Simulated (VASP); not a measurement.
# GaP in VASP: single point with PBEsol

Aim: the single point of GaP with PBEsol.

Everything below comes from runs of VASP 6.6.1. Logs are shortened: lines on timing, memory, paths and dates and some standing lists are left out, and cuts for length are marked.

### 1 The cell of the first run

The cell holds a slab with vacuum, 4 atoms: a = 3.854 Å, b = 3.854 Å, c = 20.934 Å, α = 90.00°, β = 90.00°, γ = 60.00°.

### 2 Single point, PBEsol

Input file INCAR:

```
PREC     = Accurate       # precision mode
ENCUT    = 400            # plane-wave cutoff, eV
EDIFF    = 1E-6           # SCF threshold, eV
ISMEAR   = -1             # smearing method
SIGMA    = 0.02           # smearing width, eV
LREAL    = F              # projectors in reciprocal space
LASPH    = T              # aspherical terms in the spheres
NELM     = 120            # most SCF steps
ALGO     = Normal         # electronic algorithm
ISIF     = 2              # what is computed and relaxed
LWAVE    = F              # write WAVECAR
LCHARG   = F              # write CHGCAR
LDIPOL   = T            
IDIPOL   = 3            
DIPOL    = 0.5 0.5 0.500
GGA      = PS             # functional
NBANDS   = 26             # bands
GGA_COMPAT= F            
NELMDL   = -8
```

Input file KPOINTS:

```
Automatic mesh
0
Gamma
  4 4 1
```

Input file POSCAR:

```
GaP
1.0
    3.8540855109      0.0000000000      0.0000000000
    1.9270427554      3.3377359608      0.0000000000
    0.0000000000      0.0000000000     20.9335595528
Ga P
2 2
Direct
    0.0000000000      0.0000000000      0.4060465674
    0.3333333333      0.3333333333      0.5563720596
    0.3333333333      0.3333333333      0.4436279404
    0.6666666667      0.6666666667      0.5939534326
```

Potentials or basis: VASP PAW PBE potentials, release 64 (Ga_d, P).

Launch:

```bash
cat potpaw_PBE.64/Ga_d/POTCAR potpaw_PBE.64/P/POTCAR > POTCAR
mpirun -np 1 vasp_std > vasp.out
```

OUTCAR:

```text
PREC = Accurate
   ENCUT = 400
   EDIFF = 1E-6
   ISMEAR = -1
   LREAL = F
   LASPH = T
   NELM = 120
   ISIF = 2
   GGA = PS
   NELMDL = -8

 ion  position               nearest neighbor table
   1  0.000  0.000  0.406-   3 2.36   3 2.36   3 2.36
   2  0.333  0.333  0.556-   4 2.36   4 2.36   4 2.36   3 2.36
   3  0.333  0.333  0.444-   1 2.36   1 2.36   1 2.36   2 2.36
   4  0.667  0.667  0.594-   2 2.36   2 2.36   2 2.36

  LATTYP: Found a hexagonal cell.
 ALAT       =     3.8540855109
 C/A-ratio  =     5.4315244158

  Lattice vectors:

 A1 = (  -1.9270427554,  -3.3377359608,   0.0000000000)
 A2 = (   3.8540855109,   0.0000000000,   0.0000000000)
 A3 = (   0.0000000000,   0.0000000000,  20.9335595528)

Analysis of symmetry for initial positions (statically):
=====================================================================
 Subroutine PRICEL returns:
 Original cell was already a primitive cell.

 Routine SETGRP: Setting up the symmetry group for a
 hexagonal supercell.

 Subroutine GETGRP returns: Found  6 space group operations
 (whereof  6 operations were pure point group operations)
 out of a pool of 24 trial point group operations.

The static configuration has the point symmetry C_3v.

Analysis of symmetry for dynamics (positions and initial velocities):
=====================================================================
 Subroutine PRICEL returns:
 Original cell was already a primitive cell.

 Routine SETGRP: Setting up the symmetry group for a
 hexagonal supercell.

 Subroutine GETGRP returns: Found  6 space group operations
 (whereof  6 operations were pure point group operations)
 out of a pool of 24 trial point group operations.

The dynamic configuration has the point symmetry C_3v.

 Subroutine INISYM returns: Found  6 space group operations
 (whereof  6 operations are pure point group operations),
 and found     1 'primitive' translations

----------------------------------------------------------------------------------------

                                     Primitive cell

  volume of cell :     269.2876

  direct lattice vectors                    reciprocal lattice vectors
     3.854085511  0.000000000  0.000000000     0.259464923 -0.149802143  0.000000000
     1.927042755  3.337735961  0.000000000     0.000000000  0.299604286  0.000000000
     0.000000000  0.000000000 20.933559553     0.000000000  0.000000000  0.047770184

  length of vectors
     3.854085511  3.854085511 20.933559553     0.299604286  0.299604286  0.047770184

[... 68 lines left out ...]
   NFREE  =      0    steps in history (QN), initial steepest desc. (CG)
   ISIF   =      2    stress and relaxation
   ISYM   =      2    0-nonsym 1-usesym 2-fastsym
   POTIM  = 0.5000    time-step for ionic-motion
   TEBEG  =    0.0;   TEEND  =   0.0 temperature during run
   PSTRESS=    0.0 pullay stress
   NELECT =      36.0000    total number of electrons
   NUPDOWN=      -1.0000    fix difference up-down
   EMIN   =  10.00;   EMAX   =-10.00  energy-range for DOS
   EFERMI =   0.00;   METHOD = LEGACY
   ISMEAR =    -1;   SIGMA  =   0.02  broadening in eV -4-tet -1-fermi 0-gaus
   EFERMI_NEDOS =   21; number of points for ismear=-14 and -15
   IALGO  =     38    algorithm
   IMIX   =      4    mixing-type and parameters
     AMIX     =   0.40;   BMIX     =  1.00
     AMIX_MAG =   1.60;   BMIX_MAG =  1.00
  volume/ion in A,a.u.               =      67.32       454.31
  Fermi-wavevector in a.u.,A,eV,Ry     =   0.837086  1.581864  9.533784  0.700713
  Thomas-Fermi vector in A             =   1.950918
   LORBIT       =      0    0 simple, 1 ext, 2 COOP (PROOUT), +10 PAW based schemes
   GGA     = PS    functional components
   LHFCALC =     F    Hartree Fock is set to
   AEXX    =    0.0000 exact exchange contribution
   IVDW    =     0    specifies the selected vdW correction
   LEPSILON=     F    determine dielectric tensor
   LRPA    =     F    only Hartree local field effects (RPA)
 non-spin polarized calculation
  energy-cutoff  :      400.00
  volume of cell :      269.29
 maximum number of plane-waves:      4905
 NGX is ok and might be reduce to    28
   NGX = 13   NGY = 13   NGZ = 69

 number of electron      36.0000006 magnetization

 dipolmoment           0.000000      0.000000      0.167181 electrons x Angstroem

 Free energy of the ion-electron system (eV)
  ---------------------------------------------------
  ext. energy  EPLUGINS =         0.00000000
  ---------------------------------------------------
  free energy    TOTEN  =       -17.66957139 eV

  energy without entropy =      -17.66368694  energy(sigma->0) =      -17.66662916

 E-fermi :  -1.6508     XC(G=0):  -3.6893

 val. band max:       -1.6803209470   @ k =   0.0000   0.0000   0.0000
 cond. band min:      -1.5964181945   @ k =   0.5000   0.2500   0.0000
 fundamental gap:      0.0839027526
 Fermi energy:        -1.6507720288

 k-point     1 :       0.0000    0.0000    0.0000
  band No.  band energies     occupation
      1     -17.2562      2.00000
      2     -17.1832      2.00000
      3     -17.1832      2.00000
      4     -17.1010      2.00000
      5     -17.1010      2.00000
      6     -16.2087      2.00000
[... 105 lines left out ...]
     25       4.0290      0.00000
     26       4.6039      0.00000

------------------------ aborting loop because EDIFF is reached ----------------------------------------

 vacuum level on the upper side and lower side of the slab       (xc-potential included)         0.992        -1.269

  FORCE on cell =-STRESS in cart. coord.  units (eV):
  Direction    XX          YY          ZZ          XY          YZ          ZX
  --------------------------------------------------------------------------------------
  -------------------------------------------------------------------------------------
  Total       -1.3313368     -1.3313368      0.4612409      0.0000000     -0.0000000      0.0000000
  in kB       -7.9210381     -7.9210381      2.7442395      0.0000000     -0.0000000      0.0000000
  external PRESSURE =      -4.3659456 kB  Pullay stress =       0.0000000 kB

 VOLUME and BASIS-vectors are now :
 -----------------------------------------------------------------------------
  energy-cutoff  :      400.00
  volume of cell :      269.29
      direct lattice vectors                 reciprocal lattice vectors
     3.854085511  0.000000000  0.000000000     0.259464923 -0.149802143  0.000000000
     1.927042755  3.337735961  0.000000000     0.000000000  0.299604286  0.000000000
     0.000000000  0.000000000 20.933559553     0.000000000  0.000000000  0.047770184

 POSITION                                       TOTAL-FORCE (eV/Angst)
 -----------------------------------------------------------------------------------
      0.00000      0.00000      8.50000        -0.000000     -0.000000      0.773815
      1.92704      1.11258     11.64685         0.000000      0.000000      1.266736
      1.92704      1.11258      9.28671         0.000000     -0.000000     -1.463944
      3.85409      2.22516     12.43356        -0.000000     -0.000000     -0.576607
 -----------------------------------------------------------------------------------
    total drift:                               -0.000000     -0.000000     -0.004238

  FREE ENERGIE OF THE ION-ELECTRON SYSTEM (eV)
  ---------------------------------------------------
  free  energy   TOTEN  =       -17.6695713904 eV

  energy  without entropy=      -17.6636869392  energy(sigma->0) =      -17.66662916

 vacuum level on the upper side and lower side of the slab         3.884         1.556
```

OSZICAR:

```text
N       E                     dE             d eps       ncg     rms          rms(c)
DAV:   1     0.189724535033E+03    0.18972E+03   -0.14081E+04   224   0.107E+03
DAV:   2     0.188419690164E+01   -0.18784E+03   -0.18166E+03   256   0.258E+02
DAV:   3    -0.179482324112E+02   -0.19832E+02   -0.19524E+02   272   0.928E+01
[... 23 lines left out ...]
DAV:  27    -0.176695611737E+02   -0.58241E-05   -0.20886E-06   180   0.646E-03    0.165E-03
DAV:  28    -0.176695681030E+02   -0.69294E-05   -0.58310E-07   180   0.275E-03    0.307E-03
DAV:  29    -0.176695697071E+02   -0.16040E-05   -0.24050E-07   176   0.293E-03    0.148E-03
DAV:  30    -0.176695711519E+02   -0.14448E-05   -0.23945E-07   170   0.218E-03    0.219E-04
DAV:  31    -0.176695713904E+02   -0.23851E-06   -0.32281E-08   184   0.114E-03
   1 F= -.17669571E+02 E0= -.17666629E+02  d E =-.588445E-02
```

Run time: 92 s. Hardware: 1 thread of Intel Xeon 8259CL, shared host; peak memory 0.31 GiB.

Results:

| Item | Value |
| --- | --- |
| Free energy | -17.6696 eV |
| Largest force | 1.464 eV/Å |
| Band gap on the k mesh | 0.08 eV (least direct gap 0.59 eV) |

Forces on the atoms (eV/Å):
```
Ga   0.000  0.000  0.774
Ga   0.000  0.000  1.267
P    0.000  0.000 -1.464
P    0.000  0.000 -0.577
```

Caveat: the k points lie up to 0.47 Å⁻¹ apart; the PAW data sets were made with another functional, which shifts forces and pressure a little.
